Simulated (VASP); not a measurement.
# TaAs (I4_1md) in VASP: electric field gradients with PBE

Aim: the electric field gradients of TaAs with PBE.

All numbers are computed with VASP 6.6.1; they aren't measurements. Logs are shortened: lines on timing, memory, paths and dates and some standing lists are left out, and cuts for length are marked.

## (1) The cell of the first run

The structure is tetragonal, space group I4_1md (No. 109). The conventional cell has a = 3.464 Å, b = 3.464 Å, c = 11.733 Å, α = 90.00°, β = 90.00°, γ = 90.00°. Ta (site symmetry 2mm) has 6 As at 2.62 to 2.63 Å and 8 Ta at 3.41 to 3.46 Å within 3.5 Å. Within 3.5 Å of As (site symmetry 2mm) lie 6 Ta at 2.62 to 2.63 Å and 8 As at 3.41 to 3.46 Å.

## (2) Electric field gradients, PBE

The input, INCAR:

```
SYSTEM = TaAs
  ALGO = Normal
  EDIFF = 1E-8
  ENCUT = 400
  GGA = PE
  GGA_COMPAT = .False.
  ISIF = 2
  ISMEAR = -1
  LASPH = .True.
  LCHARG = .False.
  LEFG = .True.
  LREAL = .False.
  LWAVE = .False.
  NBANDS = 36
  NELM = 120
  PREC = Accurate
  SIGMA = 0.15
```

The input, KPOINTS:

```
k-points
0
Gamma
  18 18 18
  0 0 0
```

The input, POSCAR:

```
TaAs
1.0
   -1.7319944727      1.7319944727      5.8664873575
    1.7319944727     -1.7319944727      5.8664873575
    1.7319944727      1.7319944727     -5.8664873575
Ta As
2 2
Direct
    0.5001820309      1.0001820309      0.5000000000
    0.7501820309      0.7501820309      0.0000000000
    0.0824173891      0.5824173891      0.5000000000
    0.3324173891      0.3324173891      0.0000000000
```

Potentials or basis: VASP PAW PBE potentials, release 64 (Ta_sv_GW, As_d).

Started as:

```bash
cat potpaw_PBE.64/Ta_sv_GW/POTCAR potpaw_PBE.64/As_d/POTCAR > POTCAR
mpirun -np 1 vasp_std > vasp.out
```

OUTCAR:

```text
SYSTEM = TaAs
   EDIFF = 1E-8
   ENCUT = 400
   GGA = PE
   ISIF = 2
   ISMEAR = -1
   LASPH = .True.
   LREAL = .False.
   NELM = 120
   PREC = Accurate

 ion  position               nearest neighbor table
   1  0.500  0.000  0.500-   4 2.62   4 2.62   3 2.63   3 2.63   3 2.63   3 2.63
   2  0.750  0.750  0.000-   3 2.62   3 2.62   4 2.63   4 2.63   4 2.63   4 2.63
   3  0.082  0.582  0.500-   2 2.62   2 2.62   1 2.63   1 2.63   1 2.63   1 2.63
   4  0.332  0.332  0.000-   1 2.62   1 2.62   2 2.63   2 2.63   2 2.63   2 2.63

  LATTYP: Found a body centered tetragonal cell.
 ALAT       =     3.4639889454
 C/A-ratio  =     3.3871282212

  Lattice vectors:

 A1 = (  -1.7319944727,   1.7319944727,   5.8664873575)
 A2 = (   1.7319944727,  -1.7319944727,   5.8664873575)
 A3 = (   1.7319944727,   1.7319944727,  -5.8664873575)

Analysis of symmetry for initial positions (statically):
=====================================================================
 Subroutine PRICEL returns:
 Original cell was already a primitive cell.

 Routine SETGRP: Setting up the symmetry group for a
 body centered tetragonal supercell.

 Subroutine GETGRP returns: Found  8 space group operations
 (whereof  4 operations were pure point group operations)
 out of a pool of 16 trial point group operations.

The static configuration has the point symmetry C_2v.
 The point group associated with its full space group is C_4v.

Analysis of symmetry for dynamics (positions and initial velocities):
=====================================================================
 Subroutine PRICEL returns:
 Original cell was already a primitive cell.

 Routine SETGRP: Setting up the symmetry group for a
 body centered tetragonal supercell.

 Subroutine GETGRP returns: Found  8 space group operations
 (whereof  4 operations were pure point group operations)
 out of a pool of 16 trial point group operations.

The dynamic configuration has the point symmetry C_2v.
 The point group associated with its full space group is C_4v.

 Subroutine INISYM returns: Found  8 space group operations
 (whereof  4 operations are pure point group operations),
 and found     1 'primitive' translations

----------------------------------------------------------------------------------------

                                     Primitive cell

  volume of cell :      70.3933

  direct lattice vectors                    reciprocal lattice vectors
    -1.731994473  1.731994473  5.866487357     0.000000000  0.288684524  0.085229878
     1.731994473 -1.731994473  5.866487357     0.288684524  0.000000000  0.085229878
     1.731994473  1.731994473 -5.866487357     0.288684524  0.288684524  0.000000000

  length of vectors
     6.357301599  6.357301599  6.357301599     0.301003134  0.301003134  0.408261569

  position of ions in fractional coordinates (direct lattice)
     0.500182031  0.000182031  0.500000000
     0.750182031  0.750182031  0.000000000
     0.082417389  0.582417389  0.500000000
     0.332417389  0.332417389  0.000000000

  ion indices of the primitive-cell ions
   primitive index   ion index
                 1           1
                 2           2
                 3           3
                 4           4

----------------------------------------------------------------------------------------

 KPOINTS: k-points

Automatic generation of k-mesh.
 Grid dimensions read from file:
 generate k-points for:   18   18   18

 Generating k-lattice:

  Cartesian coordinates                     Fractional coordinates (reciprocal lattice)
     0.000000000  0.016038029  0.004734993     0.055555556 -0.000000000  0.000000000
     0.016038029  0.000000000  0.004734993    -0.000000000  0.055555556  0.000000000
     0.016038029  0.016038029  0.000000000     0.000000000  0.000000000  0.055555556

  Length of vectors
     0.016722396  0.016722396  0.022681198

  Shift w.r.t. Gamma in fractional coordinates (k-lattice)
     0.000000000  0.000000000  0.000000000

 Subroutine IBZKPT returns following result:
 ===========================================

 Found    480 irreducible k-points:

 Following reciprocal coordinates:
            Coordinates               Weight
  0.000000  0.000000  0.000000      1.000000
  0.055556 -0.000000  0.000000      8.000000
  0.111111 -0.000000  0.000000      8.000000
  0.166667 -0.000000  0.000000      8.000000
  0.222222 -0.000000  0.000000      8.000000
  0.277778  0.000000  0.000000      8.000000
[... 16 lines left out ...]
 -0.277778  0.055556  0.000000     16.000000
 -0.222222  0.055556 -0.000000     16.000000
 [... further k-points ...]
   k-points           NKPTS =    480   k-points in BZ     NKDIM =    480   number of bands    NBANDS=     36
   number of dos      NEDOS =    301   number of ions     NIONS =      4
   total plane-waves  NPLWV =  74088
   dimension x,y,z NGX =    42 NGY =   42 NGZ =   42
   dimension x,y,z NGXF=    84 NGYF=   84 NGZF=   84
   ions per type =               2   2
   NGX,Y,Z   is equivalent  to a cutoff of  10.98, 10.98, 10.98 a.u.
   NGXF,Y,Z  is equivalent  to a cutoff of  21.97, 21.97, 21.97 a.u.
 SYSTEM =  TaAs
   PREC   = accura    normal or accurate (medium, high low for compatibility)
   ISTART =      0    job   : 0-new  1-cont  2-samecut
   ICHARG =      2    charge: 1-file 2-atom 10-const
   ISPIN  =      1    spin polarized calculation?
   LNONCOLLINEAR =      F non collinear calculations
   LSORBIT =      F    spin-orbit coupling
   LASPH  =      T    aspherical Exc in radial PAW
   ENCUT  =  400.0 eV  29.40 Ry    5.42 a.u.  10.37 10.37 10.37*2*pi/ulx,y,z
   NELM   =    120;   NELMIN=  2; NELMDL= -5     # of ELM steps
   EDIFF  = 0.1E-07   stopping-criterion for ELM
   LREAL  =      F    real-space projection
   EDIFFG = 0.1E-06   stopping-criterion for IOM
   NSW    =      0    number of steps for IOM
   IBRION =     -1    ionic relax: 0-MD 1-quasi-New 2-CG
   NFREE  =      0    steps in history (QN), initial steepest desc. (CG)
   ISIF   =      2    stress and relaxation
   ISYM   =      2    0-nonsym 1-usesym 2-fastsym
   POTIM  = 0.5000    time-step for ionic-motion
   TEBEG  =    0.0;   TEEND  =   0.0 temperature during run
   PSTRESS=    0.0 pullay stress
   NELECT =      56.0000    total number of electrons
   NUPDOWN=      -1.0000    fix difference up-down
   EMIN   =  10.00;   EMAX   =-10.00  energy-range for DOS
   EFERMI =   0.00;   METHOD = LEGACY
   ISMEAR =    -1;   SIGMA  =   0.15  broadening in eV -4-tet -1-fermi 0-gaus
   EFERMI_NEDOS =   21; number of points for ismear=-14 and -15
   IALGO  =     38    algorithm
   IMIX   =      4    mixing-type and parameters
     AMIX     =   0.40;   BMIX     =  1.00
     AMIX_MAG =   1.60;   BMIX_MAG =  1.00
  volume/ion in A,a.u.               =      17.60       118.76
  Fermi-wavevector in a.u.,A,eV,Ry     =   1.516912  2.866549 31.307316  2.301023
  Thomas-Fermi vector in A             =   2.626238
   LORBIT       =      0    0 simple, 1 ext, 2 COOP (PROOUT), +10 PAW based schemes
   GGA     = PE    functional components
   LHFCALC =     F    Hartree Fock is set to
   AEXX    =    0.0000 exact exchange contribution
   IVDW    =     0    specifies the selected vdW correction
   LEPSILON=     F    determine dielectric tensor
   LRPA    =     F    only Hartree local field effects (RPA)
 non-spin polarized calculation
  energy-cutoff  :      400.00
  volume of cell :       70.39
 maximum number of plane-waves:      1295
 NGX is ok and might be reduce to    42
   NGX = 21   NGY = 21   NGZ = 21

 number of electron      56.0000022 magnetization

 Free energy of the ion-electron system (eV)
  ---------------------------------------------------
  ext. energy  EPLUGINS =         0.00000000
  ---------------------------------------------------
  free energy    TOTEN  =       -40.14430143 eV

  energy without entropy =      -40.08287952  energy(sigma->0) =      -40.11359047

 E-fermi :   8.3799     XC(G=0): -12.4872

 val. band max:        8.3726023573   @ k =  -0.1111   0.4444   0.1111
 cond. band min:       8.4010320670   @ k =  -0.2222   0.5000   0.2222
 fundamental gap:      0.0284297097
 Fermi energy:         8.3799466426

 k-point     1 :       0.0000    0.0000    0.0000
  band No.  band energies     occupation
      1     -59.9994      2.00000
      2     -59.9896      2.00000
      3     -27.3004      2.00000
      4     -27.3004      2.00000
      5     -27.2696      2.00000
      6     -27.2626      2.00000
[... 28 lines left out ...]
     35      12.4441      0.00000
     36      12.4496      0.00000

 k-point     2 :       0.0556   -0.0000    0.0000
  band No.  band energies     occupation
      1     -59.9992      2.00000
      2     -59.9895      2.00000
      3     -27.3012      2.00000
      4     -27.3008      2.00000
      5     -27.2692      2.00000
      6     -27.2619      2.00000
[... 28 lines left out ...]
     35      12.0950      0.00000
     36      12.5934      0.00000

 k-point     3 :       0.1111   -0.0000    0.0000
  band No.  band energies     occupation
      1     -59.9988      2.00000
      2     -59.9894      2.00000
      3     -27.3036      2.00000
      4     -27.3020      2.00000
      5     -27.2684      2.00000
      6     -27.2602      2.00000
[... 28 lines left out ...]
     35      12.2096      0.00000
     36      12.9869      0.00000
[... 742 lines left out ...]
 k-point    23 :      -0.2778    0.0556    0.0000
  band No.  band energies     occupation
      1     -59.9959      2.00000
      2     -59.9884      2.00000
      3     -27.3169      2.00000
      4     -27.3017      2.00000
      5     -27.2788      2.00000
      6     -27.2678      2.00000
[... 28 lines left out ...]
     35      13.1071      0.00000
     36      14.1832      0.00000

 k-point    24 :      -0.2222    0.0556   -0.0000
  band No.  band energies     occupation
      1     -59.9970      2.00000
      2     -59.9887      2.00000
      3     -27.3122      2.00000
      4     -27.3027      2.00000
      5     -27.2725      2.00000
      6     -27.2664      2.00000
[... 28 lines left out ...]
     35      12.9958      0.00000
     36      13.7207      0.00000

 [... further k-points ...]

------------------------ aborting loop because EDIFF is reached ----------------------------------------

  FORCE on cell =-STRESS in cart. coord.  units (eV):
  Direction    XX          YY          ZZ          XY          YZ          ZX
  --------------------------------------------------------------------------------------
  -------------------------------------------------------------------------------------
  Total       -0.2768440     -0.2768440     -0.2893900      0.0000000      0.0000000      0.0000000
  in kB       -6.3010746     -6.3010746     -6.5866255      0.0000000      0.0000000      0.0000000
  external PRESSURE =      -6.3962582 kB  Pullay stress =       0.0000000 kB

 VOLUME and BASIS-vectors are now :
 -----------------------------------------------------------------------------
  energy-cutoff  :      400.00
  volume of cell :       70.39
      direct lattice vectors                 reciprocal lattice vectors
    -1.731994473  1.731994473  5.866487357     0.000000000  0.288684524  0.085229878
     1.731994473 -1.731994473  5.866487357     0.288684524  0.000000000  0.085229878
     1.731994473  1.731994473 -5.866487357     0.288684524  0.288684524  0.000000000

 POSITION                                       TOTAL-FORCE (eV/Angst)
 -----------------------------------------------------------------------------------
      0.00000      1.73199      0.00214        -0.000000      0.000000      0.000166
      0.00000      0.00000      8.80187         0.000000     -0.000000      0.000166
      1.73199      0.00000      0.96700        -0.000000     -0.000000     -0.000166
      0.00000      0.00000      3.90024         0.000000      0.000000     -0.000166
 -----------------------------------------------------------------------------------
    total drift:                               -0.000004     -0.000004      0.003169

  FREE ENERGIE OF THE ION-ELECTRON SYSTEM (eV)
  ---------------------------------------------------
  free  energy   TOTEN  =       -40.1443014330 eV

  energy  without entropy=      -40.0828795169  energy(sigma->0) =      -40.11359047

 Electric field gradients (V/A^2)
---------------------------------------------------------------------
 ion       V_xx      V_yy      V_zz      V_xy      V_xz      V_yz
---------------------------------------------------------------------
   1      21.509   -23.740     2.231    -0.001    -0.001    -0.001
   2     -23.740    21.509     2.231    -0.001    -0.001    -0.001
   3      -7.832   -11.888    19.719     0.002    -0.001    -0.001
   4     -11.888    -7.832    19.719     0.002    -0.001    -0.001
---------------------------------------------------------------------

 Electric field gradients after diagonalization (V/A^2)
 (convention: |V_zz| > |V_xx| > |V_yy|)
----------------------------------------------------------------------
 ion       V_xx      V_yy      V_zz     asymmetry (V_yy - V_xx)/ V_zz
----------------------------------------------------------------------
   1      21.509     2.231   -23.740       0.812
   2      21.509     2.231   -23.740       0.812
   3     -11.888    -7.832    19.719       0.206
   4     -11.888    -7.832    19.719       0.206
----------------------------------------------------------------------

           NMR quadrupolar parameters

 Cq : quadrupolar parameter    Cq=e*Q*V_zz/h
 eta: asymmetry parameters     (V_yy - V_xx)/ V_zz
 Q  : nuclear electric quadrupole moment in mb (millibarn)
----------------------------------------------------------------------
 ion       Cq(MHz)       eta       Q (mb)
----------------------------------------------------------------------
   1      -0.057       0.812       1.000
   2      -0.057       0.812       1.000
   3       0.048       0.206       1.000
   4       0.048       0.206       1.000
----------------------------------------------------------------------
```

Run time: 33 min. Hardware: 1 thread of Intel Xeon Platinum 8488C (Sapphire Rapids), shared host; peak memory 0.82 GiB.

What came out:

* Free energy: -40.1443 eV
* Pressure: -0.6 GPa
* Band gap on the k mesh: zero (bands 28 and 29 overlap by 0.01 eV)
* Largest electric field gradient by atom: Ta -23.7; As +19.7 V/Å²

Electric field gradients, principal values (V/Å²):
| atom | least | middle | greatest (by size) |
| --- | --- | --- | --- |
| 1 Ta | 2.231 | 21.509 | -23.740 |
| 2 Ta | 2.231 | 21.509 | -23.740 |
| 3 As | -7.832 | -11.888 | 19.719 |
| 4 As | -7.832 | -11.888 | 19.719 |

Caveat: without QUAD_EFG the Cq values of the log hold for a quadrupole moment of 1 mb, not for the nuclei; spin-orbit coupling is left out, which moves the levels of the heavy elements.

The gap in the log of VASP goes by the Fermi energy; the results here count the filled bands.